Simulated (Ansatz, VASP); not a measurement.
**One calculation of InAs, two programs**

File INCAR:

```
ALGO     = Normal         # electronic algorithm
EDIFF    = 1E-7           # SCF threshold, eV
EDIFFG   = -0.01          # ionic threshold
ENCUT    = 600            # plane-wave cutoff, eV
GGA      = RP             # functional
IBRION   = 2              # ionic algorithm
ISIF     = 3              # what is computed and relaxed
ISMEAR   = -1             # smearing method
IVDW     = 12             # dispersion correction
LASPH    = T              # aspherical terms in the spheres
LCHARG   = F              # write CHGCAR
LREAL    = F              # projectors in reciprocal space
LWAVE    = F              # write WAVECAR
NELM     = 60             # most SCF steps
NSW      = 60             # ionic steps
PREC     = Accurate       # precision mode
SIGMA    = 0.05           # smearing width, eV
```

File KPOINTS:

```
k-points
0
Gamma
  8 8 8
```

POSCAR

```
InAs
1.0
    0.0000000000      3.0180000000      3.0180000000
    3.0180000000      0.0000000000      3.0180000000
    3.0180000000      3.0180000000      0.0000000000
In As
1 1
Direct
    0.0000000000      0.0000000000      0.0000000000
    0.7500000000      0.7500000000      0.7500000000
```

File input.yaml:

```yaml
crystal:
  lattice:
    - [0.0, 3.018, 3.018]
    - [3.018, 0.0, 3.018]
    - [3.018, 3.018, 0.0]
  atoms:
    - { symbol: In, position: [0.0, 0.0, 0.0] }
    - { symbol: As, position: [0.75, 0.75, 0.75] }
hamiltonian:
  xc: rpbe
  pseudopotentials: { kind: paw }
  dispersion: d3bj
kpoints:
  mp_grid: { grid: [8, 8, 8] }
scf:
  occupations: { method: fermi_dirac, width: 0.05 }
output:
  forces: true
  stress: true
  eigenvalues: true
  write_density: true
  write_potential: true
  elf: true
  volumetric_format: npy
relax:
  f_tol: 0.01
  max_steps: 40
  cell: { stress_tol: 0.05 }
```

Alike in both runs: task relaxation of cell and atoms; functional RPBE; dispersion D3(BJ); k mesh 8 × 8 × 8; occupations fermi-dirac, width 0.05 eV; no spin polarisation.

|  | VASP | Ansatz |
| --- | --- | --- |
| version | VASP 6.6.1 | Ansatz 0.2.0 |
| potentials or method | VASP PAW PBE potentials, release 64 (In_d, As) | Ansatz PAW |
| plane-wave cutoff (eV) | 600 | 420 |
| valence electrons in the cell | 18 | 28 |

```csv
,VASP,Ansatz,Ansatz less VASP
"gap on the k mesh at the Fermi level, each at its own relaxed structure (eV)",0.29,0.30,+0.007
relaxed volume (Å³/atom),25.76,25.72,-0.040
relaxed cell length with the largest relative difference (Å),4.177,4.175,-0.0022
```

VASP's potentials were made for PBE, not for RPBE. VASP's potentials hold 18 valence electrons a cell and Ansatz's 28, so a difference there can come from the potentials and not from the codes.

Noted on Ansatz's run: the plane-wave basis is chosen anew once the cell has moved, so the energies of steps on either side of that aren't comparable.
